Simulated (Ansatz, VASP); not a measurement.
# One calculation of C, two programs

POSCAR

```
C
1.0
    2.5031953710      0.0000000000      0.0000000000
   -1.2515976855      2.1678307819      0.0000000000
    0.0000000000      0.0000000000      4.1688692747
C
4
Direct
    0.3333333333      0.6666666667      0.0002313176
    0.6666666667      0.3333333333      0.5002313176
    0.3333333333      0.6666666667      0.3747686824
    0.6666666667      0.3333333333      0.8747686824
```

The input INCAR.step1:

```
SYSTEM = C
PREC = Accurate
ENCUT = 520
EDIFF = 1E-5
ISMEAR = 0
SIGMA = 0.01
LREAL = .False.
LASPH = .True.
NELM = 80
ALGO = Normal
ISIF = 2
LWAVE = .True.
NBANDS = 16
GGA = PE
```

File INCAR.step2:

```
SYSTEM = C
PREC = Accurate
ENCUT = 520
EDIFF = 1E-6
ISMEAR = 0
SIGMA = 0.01
LREAL = .False.
LASPH = .True.
NELM = 80
ALGO = Normal
ISIF = 2
LWAVE = .False.
LCHARG = .True.
GGA = PE
LHFCALC = .True.
HFSCREEN = 0.2079
PRECFOCK = Normal
LELF = .True.
LVHAR = .True.
NBANDS = 16
ISTART = 1
```

File KPOINTS:

```
regular mesh
0
Gamma
  9 9 4
  0 0 0
```

Input for Ansatz:

```yaml
crystal:
  lattice:
    - [2.503195371, 0.0, 0.0]
    - [-1.2515976855, 2.1678307819, 0.0]
    - [0.0, 0.0, 4.1688692747]
  atoms:
    - { symbol: C, position: [0.3333333333, 0.6666666667, 0.0002313176] }
    - { symbol: C, position: [0.6666666667, 0.3333333333, 0.5002313176] }
    - { symbol: C, position: [0.3333333333, 0.6666666667, 0.3747686824] }
    - { symbol: C, position: [0.6666666667, 0.3333333333, 0.8747686824] }
kpoints:
  mp_grid: { grid: [9, 9, 4] }
  band_path:
    path:
      - [0.0, 0.0, 0.0]
      - [0.5, 0.0, 0.0]
      - [0.3333333333, 0.3333333333, 0.0]
      - [0.0, 0.0, 0.5]
      - [0.5, 0.0, 0.5]
      - [0.3333333333, 0.3333333333, 0.5]
    npoints: 1
hamiltonian:
  xc: hse06
scf:
  occupations: { method: fixed }
  n_extra_bands: 5
output:
  forces: true
  stress: true
  eigenvalues: true
```

Alike in both runs: task single point; functional HSE06; k mesh 9 × 9 × 4; no spin polarisation.

```csv
,VASP,Ansatz
version,VASP 6.6.1,Ansatz 0.2.0
potentials or method,"VASP PAW PBE potentials, release 64 (C)","plane waves, PAW"
plane-wave cutoff (eV),520,420
occupations,"gaussian, width 0.01 eV",fixed
valence electrons in the cell,16,16
```

```tsv
	VASP	Ansatz	Ansatz less VASP
gap on the k mesh at the Fermi level (eV)	4.37	4.38	+0.012
pressure (GPa)	-4.9	-5.7	-0.86
traceless stress, the component that is largest in VASP (GPa)	-0.84	-0.74	+0.092
rms of the force components (eV/Å)	0.001	0.004	+0.0035
```

Atom by atom the forces differ by 0.004 eV/Å (rms over components). Ansatz's warnings: stress exchange threshold loose, stress scf threshold loose.
